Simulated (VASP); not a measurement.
# PbS (P-6m2) in VASP: settings compared

PbS is run at these levels: PBE, PBE+U, PBEsol+U; tasks: single point.

Program: VASP 6.6.1. These are calculated values, not measurements. Logs are shortened: lines on timing, memory, paths and dates and some standing lists are left out, and cuts for length are marked.

### 1 The cell of the first run

The structure is hexagonal, space group P-6m2 (No. 187). The conventional cell has a = 4.090 Å, b = 4.090 Å, c = 3.788 Å, α = 90.00°, β = 90.00°, γ = 120.00°. Within 4.1 Å of Pb (site symmetry -6m2) lie 6 S at 3.03 Å and 8 Pb at 3.79 to 4.09 Å. Within 4.1 Å of S (site symmetry -6m2) lie 6 Pb at 3.03 Å and 8 S at 3.79 to 4.09 Å.

### 2 Single point, PBE, collinear spin, zero start

INCAR reads:

```
SYSTEM = PbS
PREC = Accurate ; ENCUT = 500
EDIFF = 1E-6 ; ISMEAR = 0
SIGMA = 0.1 ; LREAL = .False.
LASPH = .True. ; NELM = 200
ALGO = Normal ; ISIF = 2
LWAVE = .False. ; LCHARG = .False.
ISPIN = 2 ; MAGMOM = 0 0
LORBIT = 11 ; GGA = PE
NBANDS = 21 ; GGA_COMPAT = .False.
```

KPOINTS reads:

```
Automatic mesh
0
Gamma
  6 6 6
  0 0 0
```

POSCAR reads:

```
PbS
1.0
    4.0896976867      0.0000000000      0.0000000000
   -2.0448488433      3.5417820905      0.0000000000
    0.0000000000      0.0000000000      3.7881670000
Pb S
1 1
Direct
    0.0000000000      0.0000000000      0.0000000000
    0.6666666667      0.3333333333      0.5000000000
```

Potentials or basis: VASP PAW PBE potentials, release 64 (Pb_d, S).

The run is started by

```bash
> cat potpaw_PBE.64/Pb_d/POTCAR potpaw_PBE.64/S/POTCAR > POTCAR
> mpirun -np 1 vasp_std > vasp.out
```

OUTCAR:

```text
SYSTEM = PbS
   PREC = Accurate
   ENCUT = 500
   EDIFF = 1E-6
   ISMEAR = 0
   LREAL = .False.
   LASPH = .True.
   NELM = 200
   ISIF = 2
   ISPIN = 2
   LORBIT = 11
   GGA = PE

 ion  position               nearest neighbor table
   1  0.000  0.000  0.000-   2 3.03   2 3.03   2 3.03   2 3.03   2 3.03   2 3.03
   2  0.667  0.333  0.500-   1 3.03   1 3.03   1 3.03   1 3.03   1 3.03   1 3.03

  LATTYP: Found a hexagonal cell.
 ALAT       =     4.0896976867
 C/A-ratio  =     0.9262706660

  Lattice vectors:

 A1 = (   4.0896976867,   0.0000000000,   0.0000000000)
 A2 = (  -2.0448488433,   3.5417820905,   0.0000000000)
 A3 = (   0.0000000000,   0.0000000000,   3.7881670000)

Analysis of symmetry for initial positions (statically):
=====================================================================
 Subroutine PRICEL returns:
 Original cell was already a primitive cell.

 Routine SETGRP: Setting up the symmetry group for a
 hexagonal supercell.

 Subroutine GETGRP returns: Found 12 space group operations
 (whereof 12 operations were pure point group operations)
 out of a pool of 24 trial point group operations.

The static configuration has the point symmetry D_3h.

Analysis of symmetry for dynamics (positions and initial velocities):
=====================================================================
 Subroutine PRICEL returns:
 Original cell was already a primitive cell.

 Routine SETGRP: Setting up the symmetry group for a
 hexagonal supercell.

 Subroutine GETGRP returns: Found 12 space group operations
 (whereof 12 operations were pure point group operations)
 out of a pool of 24 trial point group operations.

The dynamic configuration has the point symmetry D_3h.

Analysis of structural, dynamic, and magnetic symmetry:
=====================================================================
 Subroutine PRICEL returns:
 Original cell was already a primitive cell.

 Routine SETGRP: Setting up the symmetry group for a
 hexagonal supercell.

 Subroutine GETGRP returns: Found 12 space group operations
 (whereof 12 operations were pure point group operations)
 out of a pool of 24 trial point group operations.

The overall configuration has the point symmetry D_3h.

 Subroutine INISYM returns: Found 12 space group operations
 (whereof 12 operations are pure point group operations),
 and found     1 'primitive' translations

----------------------------------------------------------------------------------------

                                     Primitive cell

  volume of cell :      54.8709

  direct lattice vectors                    reciprocal lattice vectors
     4.089697687  0.000000000  0.000000000     0.244516851  0.141171870  0.000000000
    -2.044848843  3.541782090  0.000000000     0.000000000  0.282343740  0.000000000
     0.000000000  0.000000000  3.788167000     0.000000000  0.000000000  0.263979914

  length of vectors
     4.089697687  4.089697687  3.788167000     0.282343740  0.282343740  0.263979914

  position of ions in fractional coordinates (direct lattice)
     0.000000000  0.000000000  0.000000000
     0.666666667  0.333333333  0.500000000

  ion indices of the primitive-cell ions
   primitive index   ion index
                 1           1
                 2           2

----------------------------------------------------------------------------------------

 KPOINTS: Automatic mesh

Automatic generation of k-mesh.
 Grid dimensions read from file:
 generate k-points for:    6    6    6

 Generating k-lattice:

  Cartesian coordinates                     Fractional coordinates (reciprocal lattice)
     0.040752809  0.023528645  0.000000000     0.166666667  0.000000000  0.000000000
     0.000000000  0.047057290  0.000000000     0.000000000  0.166666667  0.000000000
     0.000000000  0.000000000  0.043996652     0.000000000  0.000000000  0.166666667

  Length of vectors
     0.047057290  0.047057290  0.043996652

  Shift w.r.t. Gamma in fractional coordinates (k-lattice)
     0.000000000  0.000000000  0.000000000

 Subroutine IBZKPT returns following result:
 ===========================================

 Found     28 irreducible k-points:

 Following reciprocal coordinates:
            Coordinates               Weight
  0.000000  0.000000  0.000000      1.000000
  0.166667  0.000000  0.000000      6.000000
  0.333333 -0.000000  0.000000      6.000000
  0.500000  0.000000  0.000000      3.000000
  0.166667  0.166667  0.000000      6.000000
  0.333333  0.166667  0.000000     12.000000
[... 16 lines left out ...]
  0.166667  0.000000  0.500000      6.000000
  0.333333 -0.000000  0.500000      6.000000
 [... further k-points ...]
   k-points           NKPTS =     28   k-points in BZ     NKDIM =     28   number of bands    NBANDS=     21
   number of dos      NEDOS =    301   number of ions     NIONS =      2
   total plane-waves  NPLWV =  25200
   dimension x,y,z NGX =    30 NGY =   30 NGZ =   28
   dimension x,y,z NGXF=    60 NGYF=   60 NGZF=   56
   ions per type =               1   1
   NGX,Y,Z   is equivalent  to a cutoff of  12.19, 12.19, 12.29 a.u.
   NGXF,Y,Z  is equivalent  to a cutoff of  24.39, 24.39, 24.58 a.u.
 SYSTEM =  PbS
   PREC   = accura    normal or accurate (medium, high low for compatibility)
   ISTART =      0    job   : 0-new  1-cont  2-samecut
   ICHARG =      2    charge: 1-file 2-atom 10-const
   ISPIN  =      2    spin polarized calculation?
   LNONCOLLINEAR =      F non collinear calculations
   LSORBIT =      F    spin-orbit coupling
   LASPH  =      T    aspherical Exc in radial PAW
   ENCUT  =  500.0 eV  36.75 Ry    6.06 a.u.   7.46  7.46  6.91*2*pi/ulx,y,z
   NELM   =    200;   NELMIN=  2; NELMDL= -5     # of ELM steps
   EDIFF  = 0.1E-05   stopping-criterion for ELM
   LREAL  =      F    real-space projection
   EDIFFG = 0.1E-04   stopping-criterion for IOM
   NSW    =      0    number of steps for IOM
   IBRION =     -1    ionic relax: 0-MD 1-quasi-New 2-CG
   NFREE  =      0    steps in history (QN), initial steepest desc. (CG)
   ISIF   =      2    stress and relaxation
   ISYM   =      2    0-nonsym 1-usesym 2-fastsym
   POTIM  = 0.5000    time-step for ionic-motion
   TEBEG  =    0.0;   TEEND  =   0.0 temperature during run
   PSTRESS=    0.0 pullay stress
   NELECT =      20.0000    total number of electrons
   NUPDOWN=      -1.0000    fix difference up-down
   EMIN   =  10.00;   EMAX   =-10.00  energy-range for DOS
   EFERMI =   0.00;   METHOD = LEGACY
   ISMEAR =     0;   SIGMA  =   0.10  broadening in eV -4-tet -1-fermi 0-gaus
   EFERMI_NEDOS =   21; number of points for ismear=-14 and -15
   IALGO  =     38    algorithm
   IMIX   =      4    mixing-type and parameters
     AMIX     =   0.40;   BMIX     =  1.00
     AMIX_MAG =   1.60;   BMIX_MAG =  1.00
  volume/ion in A,a.u.               =      27.44       185.14
  Fermi-wavevector in a.u.,A,eV,Ry     =   1.169421  2.209885 18.606576  1.367545
  Thomas-Fermi vector in A             =   2.305894
   LORBIT       =     11    0 simple, 1 ext, 2 COOP (PROOUT), +10 PAW based schemes
   GGA     = PE    functional components
   LHFCALC =     F    Hartree Fock is set to
   AEXX    =    0.0000 exact exchange contribution
   IVDW    =     0    specifies the selected vdW correction
   LEPSILON=     F    determine dielectric tensor
   LRPA    =     F    only Hartree local field effects (RPA)
 spin polarized calculation
 Gauss-broadening in eV      SIGMA  =   0.10
  energy-cutoff  :      500.00
  volume of cell :       54.87
 maximum number of plane-waves:      1409
 NGX is ok and might be reduce to    30
   NGX = 15   NGY = 15   NGZ = 13

 number of electron      19.9999998 magnetization       0.0000034

 number of electron      19.9999998 magnetization      -0.0000002

 Free energy of the ion-electron system (eV)
  ---------------------------------------------------
  ext. energy  EPLUGINS =         0.00000000
  ---------------------------------------------------
  free energy    TOTEN  =        -8.52899663 eV

  energy without entropy =       -8.52843285  energy(sigma->0) =       -8.52871474

 E-fermi :   5.2262     XC(G=0):  -9.4404

 val. band max:        5.1954088258   @ k =   0.0000   0.0000   0.5000
 cond. band min:       5.2947991557   @ k =   0.3333   0.3333   0.0000
 fundamental gap:      0.0993903299
 Fermi energy:         5.2261698305

 spin component 1

 k-point     1 :       0.0000    0.0000    0.0000
  band No.  band energies     occupation
      1     -11.7132      1.00000
      2     -11.6906      1.00000
      3     -11.6906      1.00000
      4     -11.5916      1.00000
      5     -11.5916      1.00000
      6      -7.9751      1.00000
[... 13 lines left out ...]
     20      18.4622      0.00000
     21      19.6087      0.00000
[... 529 lines left out ...]
 k-point    24 :       0.3333   -0.0000    0.5000
  band No.  band energies     occupation
      1     -11.7031      1.00000
      2     -11.6933      1.00000
      3     -11.6461      1.00000
      4     -11.6377      1.00000
      5     -11.5631      1.00000
      6      -6.4209      1.00000
[... 13 lines left out ...]
     20      20.8403      0.00000
     21      20.9345      0.00000

 [... further k-points ...]

 spin component 2

 k-point     1 :       0.0000    0.0000    0.0000
  band No.  band energies     occupation
      1     -11.7132      1.00000
      2     -11.6906      1.00000
      3     -11.6906      1.00000
      4     -11.5916      1.00000
      5     -11.5916      1.00000
      6      -7.9751      1.00000
[... 13 lines left out ...]
     20      18.4622      0.00000
     21      19.6087      0.00000
[... 529 lines left out ...]
 k-point    24 :       0.3333   -0.0000    0.5000
  band No.  band energies     occupation
      1     -11.7031      1.00000
      2     -11.6933      1.00000
      3     -11.6461      1.00000
      4     -11.6377      1.00000
      5     -11.5631      1.00000
      6      -6.4209      1.00000
[... 13 lines left out ...]
     20      20.8404      0.00000
     21      20.9345      0.00000

 [... further k-points ...]

------------------------ aborting loop because EDIFF is reached ----------------------------------------

  FORCE on cell =-STRESS in cart. coord.  units (eV):
  Direction    XX          YY          ZZ          XY          YZ          ZX
  --------------------------------------------------------------------------------------
  -------------------------------------------------------------------------------------
  Total       -0.1154138     -0.1154138     -0.0348894     -0.0000000      0.0000000      0.0000000
  in kB       -3.3699704     -3.3699704     -1.0187376     -0.0000000      0.0000000      0.0000000
  external PRESSURE =      -2.5862261 kB  Pullay stress =       0.0000000 kB

 VOLUME and BASIS-vectors are now :
 -----------------------------------------------------------------------------
  energy-cutoff  :      500.00
  volume of cell :       54.87
      direct lattice vectors                 reciprocal lattice vectors
     4.089697687  0.000000000  0.000000000     0.244516851  0.141171870  0.000000000
    -2.044848843  3.541782090  0.000000000     0.000000000  0.282343740  0.000000000
     0.000000000  0.000000000  3.788167000     0.000000000  0.000000000  0.263979914

 POSITION                                       TOTAL-FORCE (eV/Angst)
 -----------------------------------------------------------------------------------
      0.00000      0.00000      0.00000         0.000000     -0.000000      0.000000
      2.04485      1.18059      1.89408        -0.000000      0.000000      0.000000
 -----------------------------------------------------------------------------------
    total drift:                               -0.000000      0.000000      0.000000

  FREE ENERGIE OF THE ION-ELECTRON SYSTEM (eV)
  ---------------------------------------------------
  free  energy   TOTEN  =        -8.5289966346 eV

  energy  without entropy=       -8.5284328519  energy(sigma->0) =       -8.52871474

 total charge

# of ion       s       p       d       tot
------------------------------------------
    1        1.483   0.492   9.838  11.813
    2        1.356   2.316   0.000   3.673
--------------------------------------------------
tot          2.840   2.808   9.838  15.486

 magnetization (x)

# of ion       s       p       d       tot
------------------------------------------
    1        0.000  -0.000  -0.000  -0.000
    2        0.000   0.000   0.000   0.000
--------------------------------------------------
tot          0.000   0.000  -0.000   0.000
```

Run time: 69 s. Hardware: 1 thread of Intel Xeon 8259CL, shared host; peak memory 0.2 GiB.

What came out:

```
Free energy                                           : -8.5290 eV
Pressure                                              : -0.3 GPa
Band gap on the k mesh                                : zero (filled and empty bands overlap)
Net moment                                            : 0.00 μB per cell
Valence electrons inside the program's atomic spheres : Pb 11.81; S 3.67
```

Stress tensor (GPa, compression positive):
```
-0.34  0.00  0.00
 0.00 -0.34  0.00
 0.00  0.00 -0.10
```

Levels at points of the mesh, in eV from the Fermi level:
Spin up:
```
           k point  band 8  band 9  band 10  band 11  band 12  band 13
(0.00, 0.00, 0.00)   -2.20   -1.73    -1.73     3.42     3.42     5.23
(0.50, 0.00, 0.00)   -2.74   -1.84    -1.22     1.88     3.89     5.22
(0.00, 0.00, 0.50)   -1.15   -1.15    -0.03     0.84     3.83     3.83
(0.50, 0.00, 0.50)   -4.11   -4.07    -1.47     2.09     2.74     2.76
```
Spin down:
```
           k point  band 7  band 8  band 9  band 10  band 11  band 12  band 13  band 14
(0.00, 0.00, 0.00)   -6.50   -2.20   -1.73    -1.73     3.42     3.42     5.23     6.46
(0.50, 0.00, 0.00)   -8.50   -2.74   -1.84    -1.22     1.88     3.89     5.22     5.37
(0.00, 0.00, 0.50)   -9.01   -1.15   -1.15    -0.03     0.84     3.83     3.83     8.18
(0.50, 0.00, 0.50)   -7.42   -4.11   -4.07    -1.47     2.09     2.74     2.76     8.21
```

Caveat: semilocal functionals underestimate gaps, so a narrow gap can read as zero; spin-orbit coupling is left out, which moves the levels of the heavy elements.

(Continued in part 2 of 2.)
